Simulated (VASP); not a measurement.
Wanted: the native input for a VASP 6.6.1 run.

```
Task                   : single point
Functional             : PBE
Potentials or basis    : VASP PAW PBE potentials, release 64 (Si, C)
Cutoff                 : 520 eV
k mesh                 : 6 × 6 × 2
Occupations            : gaussian, width 0.1 eV
Spin                   : no spin polarisation
Dipole correction      : no
Further INCAR settings : ALGO = Normal; EDIFF = 1e-06; NBANDS = 16
```

The structure of SiC3 lies in POSCAR:

```
SiC3
1.0
    3.4236878748      0.0000000000      0.0000000000
    0.0000000000      3.4236878748      0.0000000000
    0.0000000000      0.0000000000      3.3899484427
Si C
1 3
Direct
    0.0000000000      0.0000000000      0.5000000000
    0.0000000000      0.0000000000      0.0000000000
    0.5000000000      0.5000000000      0.7126802612
    0.5000000000      0.5000000000      0.2873197388
```

The input as run:

INCAR

```
SYSTEM = SiC3
PREC = Accurate
ENCUT = 520
EDIFF = 1E-6
ISMEAR = 0
SIGMA = 0.1
LREAL = .FALSE.
LASPH = .TRUE.
NELM = 80
ALGO = Normal
ISIF = 2
LWAVE = .FALSE.
LCHARG = .FALSE.
GGA = PE
NBANDS = 16
```

KPOINTS

```
Automatic mesh
0
G
  6 6 2
  0 0 0
```

Potentials or basis: VASP PAW PBE potentials, release 64 (Si, C).

Command:

```bash
$ cat potpaw_PBE.64/Si/POTCAR potpaw_PBE.64/C/POTCAR > POTCAR
$ mpirun -np 1 vasp_std > vasp.out
```

Results of the run:

The pressure is 0.1 GPa. The largest force is 0.077 eV/Å and the band gap on the k mesh is zero (bands 8 and 9 overlap by 3.32 eV).

Caveat: the k points lie up to 0.93 Å⁻¹ apart, too coarse for converged energies and pressures of a metal.

Wall time 18 s on 1 thread of Intel Xeon 8259CL, with other jobs on the host, peak memory 0.15 GiB.
